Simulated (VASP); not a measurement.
Write the native input for VASP 6.6.1 that does the following.

```
Task                               : single point
Functional                         : PBE0
Potentials or basis                : VASP PAW PBE potentials, release 64 (Li_sv, Se)
Cutoff                             : 650 eV
k mesh                             : 6 × 6 × 6
Occupations                        : gaussian, width 0.01 eV
Spin                               : no spin polarisation
Dipole correction                  : no
Grid for exact exchange (PRECFOCK) : Normal
Further INCAR settings             : ALGO = Normal; EDIFF = 1e-06; NBANDS = 13
Share of exact exchange            : 0.25
```

Crystal: Li2Se.

```
Li Se
1.0
     0.00000    2.99350    2.99350
     2.99350    0.00000    2.99350
     2.99350    2.99350    0.00000
Li Se
2 1
Direct
  0.75000 0.75000 0.75000
  0.25000 0.25000 0.25000
  0.00000 0.00000 0.00000
```

These files were run (other wordings do the same):

POSCAR

```
Li2Se
1.0
    0.0000000000      2.9935010607      2.9935010607
    2.9935010607      0.0000000000      2.9935010607
    2.9935010607      2.9935010607      0.0000000000
Li Se
2 1
Direct
    0.7500000000      0.7500000000      0.7500000000
    0.2500000000      0.2500000000      0.2500000000
    0.0000000000      0.0000000000      0.0000000000
```

INCAR.step1

```
SYSTEM = Li2Se
  PREC = Accurate
  ENCUT = 650
  EDIFF = 1E-5
  ISMEAR = 0
  SIGMA = 0.01
  LREAL = .FALSE.
  LASPH = .TRUE.
  NELM = 120
  ALGO = Normal
  ISIF = 2
  LWAVE = .TRUE.
  LCHARG = .FALSE.
  NBANDS = 13
  GGA = PE
  GGA_COMPAT = .FALSE.
```

INCAR.step2

```
SYSTEM = Li2Se
  PREC = Accurate
  ENCUT = 650
  EDIFF = 1E-6
  ISMEAR = 0
  SIGMA = 0.01
  LREAL = .FALSE.
  LASPH = .TRUE.
  NELM = 120
  ALGO = Normal
  ISIF = 2
  LWAVE = .FALSE.
  LCHARG = .FALSE.
  GGA = PE
  LHFCALC = .TRUE.
  AEXX = 0.25
  PRECFOCK = Normal
  NBANDS = 13
  ISTART = 1
  GGA_COMPAT = .FALSE.
```

KPOINTS

```
regular mesh
0
G
  6 6 6
  0 0 0
```

Potentials or basis: VASP PAW PBE potentials, release 64 (Li_sv, Se).

The run is started by

```bash
$ cat potpaw_PBE.64/Li_sv/POTCAR potpaw_PBE.64/Se/POTCAR > POTCAR
$ cp INCAR.step1 INCAR
$ mpirun -np 1 vasp_std > vasp.out
$ cp INCAR.step2 INCAR
$ mpirun -np 1 vasp_std > vasp.out
```

It gave:

| Property | Result |
| --- | --- |
| Pressure | -0.6 GPa |
| Band gap on the k mesh | 4.50 eV (least direct gap 5.06 eV) |

Caveat: the PAW data sets were made with another functional, which shifts forces and pressure a little.

It took 32 min on 1 thread of AMD EPYC 7R43 64-Core Processor (Zen 3), with other jobs on the host, peak memory 0.2 GiB.
